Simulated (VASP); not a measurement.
Input of a VASP 6.6.1 run:

File INCAR:

```
SYSTEM = Ir2Ru3
PREC = Accurate ; ENCUT = 520
EDIFF = 1E-7 ; ISMEAR = 0
SIGMA = 0.1 ; LREAL = .FALSE.
LASPH = .TRUE. ; NELM = 80
ALGO = Normal ; ISIF = 2
LWAVE = .FALSE. ; LCHARG = .FALSE.
GGA = PE ; NBANDS = 71
```

KPOINTS

```
regular mesh
0
G
  6 6 1
  0 0 0
```

File POSCAR:

```
Ir2Ru3
1.0
    2.7101869500      0.0000000000      0.0000000000
   -1.3550934800      2.3470907500      0.0000000000
    0.0000000000      0.0000000000     21.5510504800
Ru Ir
6 4
Direct
    0.3333333300      0.6666666700      0.9500000000
    0.3333333300      0.6666666700      0.5500000000
    0.3333333300      0.6666666700      0.7500000000
    0.6666666700      0.3333333300      0.0500000000
    0.6666666700      0.3333333300      0.2500000000
    0.6666666700      0.3333333300      0.4500000000
    0.3333333300      0.6666666700      0.1500000000
    0.3333333300      0.6666666700      0.3500000000
    0.6666666700      0.3333333300      0.6500000000
    0.6666666700      0.3333333300      0.8500000000
```

Potentials or basis: VASP PAW PBE potentials, release 64 (Ru_pv, Ir).

Launch:

```sh
$ cat potpaw_PBE.64/Ru_pv/POTCAR potpaw_PBE.64/Ir/POTCAR > POTCAR
$ mpirun -np 1 vasp_std > vasp.out
```

(1) Predict the band gap on the k mesh.

(2) Estimate the pressure.

(3) What does it give for the largest force?

Results:

(1) zero (bands 60 and 61 overlap by 2.62 eV).

(2) 10.4 GPa.

(3) 0.871 eV/Å.

Caveat: the k points lie up to 0.45 Å⁻¹ apart, too coarse for converged energies and pressures of a metal; spin-orbit coupling is left out, which moves the levels of the heavy elements.
